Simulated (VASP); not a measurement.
# MgO (Cmcm) in VASP: notebook

Runs on MgO. Level: PBEsol. Tasks: single point.

Everything below comes from runs of VASP 6.6.1. Logs are shortened: lines on timing, memory, paths and dates and some standing lists are left out, and cuts for length are marked.

## (1) The cell of the first run

Symmetry: Cmcm, No. 63, orthorhombic system. The conventional cell has a = 3.495 Å, b = 6.053 Å, c = 4.195 Å, α = 90.00°, β = 90.00°, γ = 90.00°. Within 2.6 Å of Mg (site symmetry m2m) lie 5 O at 1.99 to 2.10 Å. Within 2.6 Å of O (site symmetry m2m) lie 5 Mg at 1.99 to 2.10 Å.

## (2) Single point, PBEsol (mode 5 frozen in at -0.098 Å, strain +e along z and -e/2 along x and y +0.0000)

INCAR reads:

```
PREC     = Accurate       # precision mode
ENCUT    = 520            # plane-wave cutoff, eV
EDIFF    = 1E-6           # SCF threshold, eV
ISMEAR   = 0              # smearing method
SIGMA    = 0.05           # smearing width, eV
LREAL    = F              # projectors in reciprocal space
LASPH    = T              # aspherical terms in the spheres
NELM     = 100            # most SCF steps
ALGO     = Normal         # electronic algorithm
ISIF     = 2              # what is computed and relaxed
LWAVE    = F              # write WAVECAR
LCHARG   = T              # write CHGCAR
GGA      = PS             # functional
LELF     = T              # ELF
LVHAR    = T            
NBANDS   = 16             # bands
```

KPOINTS reads:

```
regular mesh
0
Gamma
  9 9 6
```

POSCAR reads:

```
MgO
1.0
    3.4947663863      0.0000000000      0.0000000000
   -1.7473831932      3.0265564708      0.0000000000
    0.0000000000      0.0000000000      4.1947132299
Mg O
2 2
Direct
    0.6505427316      0.3010854632      0.7500000000
    0.3494572684      0.6989145368      0.2500000000
    0.6785385383      0.3570770766      0.2500000000
    0.3214614617      0.6429229234      0.7500000000
```

Potentials or basis: VASP PAW PBE potentials, release 64 (Mg, O).

Launch:

```bash
> cat potpaw_PBE.64/Mg/POTCAR potpaw_PBE.64/O/POTCAR > POTCAR
> mpirun -np 1 vasp_std > vasp.out
```

OUTCAR:

```text
PREC = Accurate
   ENCUT = 520
   EDIFF = 1E-6
   ISMEAR = 0
   LREAL = F
   LASPH = T
   NELM = 100
   ISIF = 2
   GGA = PS

 ion  position               nearest neighbor table
   1  0.651  0.301  0.750-   4 1.99   4 2.03   4 2.03   3 2.10   3 2.10   2 2.78   2 2.78   2 2.98
                             2 2.98   2 2.98   2 2.98
   2  0.349  0.699  0.250-   3 1.99   3 2.03   3 2.03   4 2.10   4 2.10   1 2.78   1 2.78   1 2.98
                             1 2.98   1 2.98   1 2.98
   3  0.679  0.357  0.250-   2 1.99   2 2.03   2 2.03   1 2.10   1 2.10
   4  0.321  0.643  0.750-   1 1.99   1 2.03   1 2.03   2 2.10   2 2.10

  LATTYP: Found a hexagonal cell.
 ALAT       =     3.4947663863
 C/A-ratio  =     1.2002843012

  Lattice vectors:

 A1 = (   3.4947663863,   0.0000000000,   0.0000000000)
 A2 = (  -1.7473831932,   3.0265564708,   0.0000000000)
 A3 = (   0.0000000000,   0.0000000000,   4.1947132299)

Analysis of symmetry for initial positions (statically):
=====================================================================
 Subroutine PRICEL returns:
 Original cell was already a primitive cell.

 Routine SETGRP: Setting up the symmetry group for a
 hexagonal supercell.

 Subroutine GETGRP returns: Found  8 space group operations
 (whereof  4 operations were pure point group operations)
 out of a pool of 24 trial point group operations.

The static configuration has the point symmetry C_2h.
 The point group associated with its full space group is D_2h.

Analysis of symmetry for dynamics (positions and initial velocities):
=====================================================================
 Subroutine PRICEL returns:
 Original cell was already a primitive cell.

 Routine SETGRP: Setting up the symmetry group for a
 hexagonal supercell.

 Subroutine GETGRP returns: Found  8 space group operations
 (whereof  4 operations were pure point group operations)
 out of a pool of 24 trial point group operations.

The dynamic configuration has the point symmetry C_2h.
 The point group associated with its full space group is D_2h.

 Subroutine INISYM returns: Found  8 space group operations
 (whereof  4 operations are pure point group operations),
 and found     1 'primitive' translations

----------------------------------------------------------------------------------------

                                     Primitive cell

  volume of cell :      44.3679

  direct lattice vectors                    reciprocal lattice vectors
     3.494766386  0.000000000  0.000000000     0.286142159  0.165204253  0.000000000
    -1.747383193  3.026556471  0.000000000     0.000000000  0.330408505  0.000000000
     0.000000000  0.000000000  4.194713230     0.000000000  0.000000000  0.238395319

  length of vectors
     3.494766386  3.494766386  4.194713230     0.330408505  0.330408505  0.238395319

  position of ions in fractional coordinates (direct lattice)
     0.650542732  0.301085463  0.750000000
     0.349457268  0.698914537  0.250000000
     0.678538538  0.357077077  0.250000000
     0.321461462  0.642922923  0.750000000

  ion indices of the primitive-cell ions
   primitive index   ion index
                 1           1
                 2           2
                 3           3
                 4           4

----------------------------------------------------------------------------------------

 KPOINTS: regular mesh

Automatic generation of k-mesh.
 Grid dimensions read from file:
 generate k-points for:    9    9    6

 Generating k-lattice:

  Cartesian coordinates                     Fractional coordinates (reciprocal lattice)
     0.031793573  0.018356028  0.000000000     0.111111111  0.000000000  0.000000000
     0.000000000  0.036712056  0.000000000     0.000000000  0.111111111  0.000000000
     0.000000000  0.000000000  0.039732553     0.000000000  0.000000000  0.166666667

  Length of vectors
     0.036712056  0.036712056  0.039732553

  Shift w.r.t. Gamma in fractional coordinates (k-lattice)
     0.000000000  0.000000000  0.000000000

 Subroutine IBZKPT returns following result:
 ===========================================

 Found    100 irreducible k-points:

 Following reciprocal coordinates:
            Coordinates               Weight
  0.000000  0.000000  0.000000      1.000000
  0.111111  0.000000  0.000000      4.000000
  0.000000  0.111111  0.000000      2.000000
  0.222222  0.000000  0.000000      4.000000
  0.000000  0.222222  0.000000      2.000000
  0.333333  0.000000  0.000000      4.000000
[... 16 lines left out ...]
 -0.222222 -0.444444  0.000000      4.000000
  0.444444  0.333333  0.000000      4.000000
 [... further k-points ...]
   k-points           NKPTS =    100   k-points in BZ     NKDIM =    100   number of bands    NBANDS=     16
   number of dos      NEDOS =    301   number of ions     NIONS =      4
   total plane-waves  NPLWV =  25088
   dimension x,y,z NGX =    28 NGY =   28 NGZ =   32
   dimension x,y,z NGXF=    56 NGYF=   56 NGZF=   64
   ions per type =               2   2
   NGX,Y,Z   is equivalent  to a cutoff of  13.32, 13.32, 12.68 a.u.
   NGXF,Y,Z  is equivalent  to a cutoff of  26.64, 26.64, 25.36 a.u.
 SYSTEM =  unknown system
   PREC   = accura    normal or accurate (medium, high low for compatibility)
   ISTART =      0    job   : 0-new  1-cont  2-samecut
   ICHARG =      2    charge: 1-file 2-atom 10-const
   ISPIN  =      1    spin polarized calculation?
   LNONCOLLINEAR =      F non collinear calculations
   LSORBIT =      F    spin-orbit coupling
   LASPH  =      T    aspherical Exc in radial PAW
   ENCUT  =  520.0 eV  38.22 Ry    6.18 a.u.   6.50  6.50  7.80*2*pi/ulx,y,z
   NELM   =    100;   NELMIN=  2; NELMDL= -5     # of ELM steps
   EDIFF  = 0.1E-05   stopping-criterion for ELM
   LREAL  =      F    real-space projection
   EDIFFG = 0.1E-04   stopping-criterion for IOM
   NSW    =      0    number of steps for IOM
   IBRION =     -1    ionic relax: 0-MD 1-quasi-New 2-CG
   NFREE  =      0    steps in history (QN), initial steepest desc. (CG)
   ISIF   =      2    stress and relaxation
   ISYM   =      2    0-nonsym 1-usesym 2-fastsym
   POTIM  = 0.5000    time-step for ionic-motion
   TEBEG  =    0.0;   TEEND  =   0.0 temperature during run
   PSTRESS=    0.0 pullay stress
   NELECT =      16.0000    total number of electrons
   NUPDOWN=      -1.0000    fix difference up-down
   EMIN   =  10.00;   EMAX   =-10.00  energy-range for DOS
   EFERMI =   0.00;   METHOD = LEGACY
   ISMEAR =     0;   SIGMA  =   0.05  broadening in eV -4-tet -1-fermi 0-gaus
   EFERMI_NEDOS =   21; number of points for ismear=-14 and -15
   IALGO  =     38    algorithm
   IMIX   =      4    mixing-type and parameters
     AMIX     =   0.40;   BMIX     =  1.00
     AMIX_MAG =   1.60;   BMIX_MAG =  1.00
  volume/ion in A,a.u.               =      11.09        74.85
  Fermi-wavevector in a.u.,A,eV,Ry     =   1.165266  2.202034 18.474602  1.357845
  Thomas-Fermi vector in A             =   2.301794
   LORBIT       =      0    0 simple, 1 ext, 2 COOP (PROOUT), +10 PAW based schemes
   GGA     = PS    functional components
   LHFCALC =     F    Hartree Fock is set to
   AEXX    =    0.0000 exact exchange contribution
   IVDW    =     0    specifies the selected vdW correction
   LEPSILON=     F    determine dielectric tensor
   LRPA    =     F    only Hartree local field effects (RPA)
 non-spin polarized calculation
 Gauss-broadening in eV      SIGMA  =   0.05
  energy-cutoff  :      520.00
  volume of cell :       44.37
 maximum number of plane-waves:      1228
 NGX is ok and might be reduce to    28
   NGX = 13   NGY = 13   NGZ = 15

 number of electron      16.0000009 magnetization

 Free energy of the ion-electron system (eV)
  ---------------------------------------------------
  ext. energy  EPLUGINS =         0.00000000
  ---------------------------------------------------
  free energy    TOTEN  =       -24.65774291 eV

  energy without entropy =      -24.65774291  energy(sigma->0) =      -24.65774291

 E-fermi :   2.0964     XC(G=0): -10.2776

 val. band max:        1.8622211051   @ k =   0.0000   0.0000   0.0000
 cond. band min:       5.0686238850   @ k =   0.0000   0.0000   0.0000
 fundamental gap:      3.2064027799
 Fermi energy:         2.0964091728

 k-point     1 :       0.0000    0.0000    0.0000
  band No.  band energies     occupation
      1     -14.9926      2.00000
      2     -13.5785      2.00000
      3      -1.8215      2.00000
      4       0.0521      2.00000
      5       0.1619      2.00000
      6       0.8518      2.00000
[... 8 lines left out ...]
     15      17.1852      0.00000
     16      17.5923      0.00000

 k-point     2 :       0.1111    0.0000    0.0000
  band No.  band energies     occupation
      1     -14.9304      2.00000
      2     -13.5908      2.00000
      3      -1.7222      2.00000
      4      -0.1199      2.00000
      5       0.0429      2.00000
      6       0.7215      2.00000
[... 8 lines left out ...]
     15      16.6000      0.00000
     16      17.1105      0.00000

 k-point     3 :       0.0000    0.1111    0.0000
  band No.  band energies     occupation
      1     -14.9336      2.00000
      2     -13.5848      2.00000
      3      -1.7292      2.00000
      4      -0.0866      2.00000
      5      -0.0283      2.00000
      6       0.5960      2.00000
[... 8 lines left out ...]
     15      16.8712      0.00000
     16      16.9779      0.00000

 k-point     4 :       0.2222    0.0000    0.0000
  band No.  band energies     occupation
      1     -14.7578      2.00000
      2     -13.6350      2.00000
      3      -1.4360      2.00000
      4      -0.6430      2.00000
      5      -0.1842      2.00000
      6       0.2878      2.00000
[... 8 lines left out ...]
     15      15.9168      0.00000
     16      16.5537      0.00000
[... 324 lines left out ...]
 k-point    22 :       0.3333    0.2222    0.0000
  band No.  band energies     occupation
      1     -14.2093      2.00000
      2     -13.8846      2.00000
      3      -1.7438      2.00000
      4      -0.5585      2.00000
      5      -0.3799      2.00000
      6      -0.1309      2.00000
[... 8 lines left out ...]
     15      16.4744      0.00000
     16      16.7598      0.00000

 k-point    23 :      -0.2222   -0.4444    0.0000
  band No.  band energies     occupation
      1     -14.2578      2.00000
      2     -13.8270      2.00000
      3      -1.8386      2.00000
      4      -0.5605      2.00000
      5      -0.4905      2.00000
      6      -0.0802      2.00000
[... 8 lines left out ...]
     15      16.3613      0.00000
     16      16.8048      0.00000

 k-point    24 :       0.4444    0.3333    0.0000
  band No.  band energies     occupation
      1     -14.1658      2.00000
      2     -13.9340      2.00000
      3      -1.6933      2.00000
      4      -0.5122      2.00000
      5      -0.2817      2.00000
      6      -0.1911      2.00000
[... 8 lines left out ...]
     15      16.2402      0.00000
     16      16.8042      0.00000

 [... further k-points ...]
[... 5 lines left out ...]
  --------------------------------------------------------------------------------------
  -------------------------------------------------------------------------------------
  Total       -0.3201924     -0.0350477      0.0733822      0.0000000      0.0000000      0.0000000
  in kB      -11.5625180     -1.2656116      2.6499145      0.0000000      0.0000000      0.0000000
  external PRESSURE =      -3.3927384 kB  Pullay stress =       0.0000000 kB

 VOLUME and BASIS-vectors are now :
 -----------------------------------------------------------------------------
  energy-cutoff  :      520.00
  volume of cell :       44.37
      direct lattice vectors                 reciprocal lattice vectors
     3.494766386  0.000000000  0.000000000     0.286142159  0.165204253  0.000000000
    -1.747383193  3.026556471  0.000000000     0.000000000  0.330408505  0.000000000
     0.000000000  0.000000000  4.194713230     0.000000000  0.000000000  0.238395319

 POSITION                                       TOTAL-FORCE (eV/Angst)
 -----------------------------------------------------------------------------------
      1.74738      0.91125      3.14603        -0.000000      0.816826     -0.000000
     -0.00000      2.11530      1.04868         0.000000     -0.816826     -0.000000
      1.74738      1.08071      1.04868         0.000000     -0.327471      0.000000
     -0.00000      1.94584      3.14603        -0.000000      0.327471     -0.000000
 -----------------------------------------------------------------------------------
    total drift:                                0.000000     -0.000000      0.000000

  FREE ENERGIE OF THE ION-ELECTRON SYSTEM (eV)
  ---------------------------------------------------
  free  energy   TOTEN  =       -24.6577429129 eV

  energy  without entropy=      -24.6577429129  energy(sigma->0) =      -24.65774291
```

It took 28 s on 1 thread of Intel Xeon 6975P-C (Granite Rapids), shared host; peak memory 0.2 GiB.

Results:

| Item | Value |
| --- | --- |
| Free energy | -24.6577 eV |
| Pressure | -0.3 GPa |
| Largest force | 0.817 eV/Å |
| Band gap on the k mesh | 3.21 eV, direct |

Forces in eV/Å, atoms in the order of the input:
```
Mg   0.000  0.817  0.000
Mg   0.000 -0.817  0.000
O    0.000 -0.327  0.000
O    0.000  0.327  0.000
```

Stress tensor (GPa, compression positive):
```
-1.16  0.00  0.00
 0.00 -0.13  0.00
 0.00  0.00  0.26
```

Caveat: the cell differs from its parent crystal (mode 5 frozen in at -0.098 Å, strain +e along z and -e/2 along x and y +0.0000); the PAW data sets were made with another functional, which shifts forces and pressure a little.

## (3) Single point, PBEsol (mode 5 frozen in at +0.098 Å, strain +e along z and -e/2 along x and y +0.0467)

INCAR reads:

```
SYSTEM = MgO
PREC = Accurate
ENCUT = 520
EDIFF = 1E-7
ISMEAR = 0
SIGMA = 0.05
LREAL = .False.
LASPH = .True.
NELM = 100
ALGO = Normal
ISIF = 2
LWAVE = .False.
LCHARG = .False.
GGA = PS
NBANDS = 16
```

KPOINTS reads:

```
Automatic mesh
0
Gamma
  9 9 6
  0 0 0
```

POSCAR reads:

```
MgO
1.0
    3.4131635912      0.0000000000      0.0000000000
   -1.7065817956      2.9558863772      0.0000000000
    0.0000000000      0.0000000000      4.3906063377
Mg O
2 2
Direct
    0.6827906017      0.3655812035      0.7500000000
    0.3172093983      0.6344187965      0.2500000000
    0.6547947950      0.3095895900      0.2500000000
    0.3452052050      0.6904104100      0.7500000000
```

Potentials or basis: VASP PAW PBE potentials, release 64 (Mg, O).

Launch:

```bash
> cat potpaw_PBE.64/Mg/POTCAR potpaw_PBE.64/O/POTCAR > POTCAR
> mpirun -np 1 vasp_std > vasp.out
```

OUTCAR:

```text
SYSTEM = MgO
   PREC = Accurate
   ENCUT = 520
   EDIFF = 1E-7
   ISMEAR = 0
   LREAL = .False.
   LASPH = .True.
   NELM = 100
   ISIF = 2
   GGA = PS

 ion  position               nearest neighbor table
   1  0.683  0.366  0.750-   4 1.96   4 1.96   4 2.00   3 2.20   3 2.20   2 2.89   2 2.89   2 2.89
                             2 2.89   2 3.08   2 3.08
   2  0.317  0.634  0.250-   3 1.96   3 1.96   3 2.00   4 2.20   4 2.20   1 2.89   1 2.89   1 2.89
                             1 2.89   1 3.08   1 3.08
   3  0.655  0.310  0.250-   2 1.96   2 1.96   2 2.00   1 2.20   1 2.20
   4  0.345  0.690  0.750-   1 1.96   1 1.96   1 2.00   2 2.20   2 2.20

[... 661 lines left out ...]
  -------------------------------------------------------------------------------------
  Total        1.6100662      0.6792740     -1.6281177      0.0000000     -0.0000000      0.0000000
  in kB       58.2351183     24.5689294    -58.8880323      0.0000000     -0.0000000      0.0000000
  external PRESSURE =       7.9720052 kB  Pullay stress =       0.0000000 kB

 VOLUME and BASIS-vectors are now :
 -----------------------------------------------------------------------------
  energy-cutoff  :      520.00
  volume of cell :       44.30
      direct lattice vectors                 reciprocal lattice vectors
     3.413163591  0.000000000  0.000000000     0.292983320  0.169153999  0.000000000
    -1.706581796  2.955886377  0.000000000     0.000000000  0.338307997  0.000000000
     0.000000000  0.000000000  4.390606338     0.000000000  0.000000000  0.227758975

 POSITION                                       TOTAL-FORCE (eV/Angst)
 -----------------------------------------------------------------------------------
      1.70658      1.08062      3.29295         0.000000     -0.650949     -0.000000
      0.00000      1.87527      1.09765        -0.000000      0.650949      0.000000
      1.70658      0.91511      1.09765        -0.000000      0.242957      0.000000
      0.00000      2.04077      3.29295         0.000000     -0.242957     -0.000000
 -----------------------------------------------------------------------------------
    total drift:                               -0.000000      0.000000     -0.000000

  FREE ENERGIE OF THE ION-ELECTRON SYSTEM (eV)
  ---------------------------------------------------
  free  energy   TOTEN  =       -24.6051323883 eV

  energy  without entropy=      -24.6051323883  energy(sigma->0) =      -24.60513239
```

It took 26 s on 1 thread of Intel Xeon 6975P-C (Granite Rapids), shared host; peak memory 0.21 GiB.

Results:

```yaml
Free_energy: -24.6051 eV
Pressure: 0.8 GPa
Largest_force: 0.651 eV/Å
Band_gap_on_the_k_mesh: 3.14 eV, direct
```

Forces in eV/Å, atoms in the order of the input:
```
Mg   0.000 -0.651  0.000
Mg   0.000  0.651  0.000
O    0.000  0.243  0.000
O    0.000 -0.243  0.000
```

Levels at points of the mesh, in eV from the valence-band top:
```
           k point  band 6  band 7  band 8  band 9  band 10  band 11
(0.00, 0.00, 0.00)   -1.13   -0.86    0.00    3.14     9.00    11.21
(0.00, 0.00, 0.50)   -1.41   -1.34   -1.34    6.13     6.13    13.03
```

Caveat: the cell differs from its parent crystal (mode 5 frozen in at +0.098 Å, strain +e along z and -e/2 along x and y +0.0467); the PAW data sets were made with another functional, which shifts forces and pressure a little.

## (4) Single point, PBEsol (mode 5 frozen in at -0.098 Å, strain +e along z and -e/2 along x and y -0.0467)

INCAR reads:

```
ALGO = Normal
EDIFF = 1E-7
ENCUT = 520
GGA = PS
ISIF = 2
ISMEAR = 0
LASPH = True
LCHARG = False
LREAL = False
LWAVE = False
NBANDS = 16
NELM = 100
PREC = Accurate
SIGMA = 0.05
```

KPOINTS reads:

```
k-points
0
Gamma
  9 9 6
```

POSCAR reads:

```
MgO
1.0
    3.5763691814      0.0000000000      0.0000000000
   -1.7881845907      3.0972265644      0.0000000000
    0.0000000000      0.0000000000      3.9988201221
Mg O
2 2
Direct
    0.6505427316      0.3010854632      0.7500000000
    0.3494572684      0.6989145368      0.2500000000
    0.6785385383      0.3570770766      0.2500000000
    0.3214614617      0.6429229234      0.7500000000
```

Launch:

```bash
> cat potpaw_PBE.64/Mg/POTCAR potpaw_PBE.64/O/POTCAR > POTCAR
> mpirun -np 1 vasp_std > vasp.out
```

Wall time 26 s (1 thread of Intel Xeon 6975P-C (Granite Rapids), shared host); peak memory 0.19 GiB.

It converged, with:

| Property | Result |
| --- | --- |
| Free energy | -24.5574 eV |
| Pressure | 1.7 GPa |
| Largest force | 0.831 eV/Å |
| Band gap on the k mesh | 3.29 eV, direct |

Forces on the atoms (eV/Å):
```
Mg   0.000  0.831  0.000
Mg   0.000 -0.831  0.000
O    0.000 -0.431  0.000
O    0.000  0.431  0.000
```

Stress tensor (GPa, compression positive):
```
-3.43  0.00  0.00
 0.00 -3.36  0.00
 0.00  0.00 11.75
```

Levels at points of the mesh, in eV from the valence-band top:
```csv
k point,band 5,band 6,band 7,band 8,band 9,band 10,band 11,band 12
"(0.00, 0.00, 0.00)",-1.70,-0.86,-0.44,0.00,3.29,9.64,11.50,12.48
"(0.00, 0.00, 0.50)",-1.27,-1.27,-1.18,-1.18,6.40,6.40,12.32,12.32
```

Caveat: the cell differs from its parent crystal (mode 5 frozen in at -0.098 Å, strain +e along z and -e/2 along x and y -0.0467); the PAW data sets were made with another functional, which shifts forces and pressure a little.

(Part 1 of 3 ends here.)
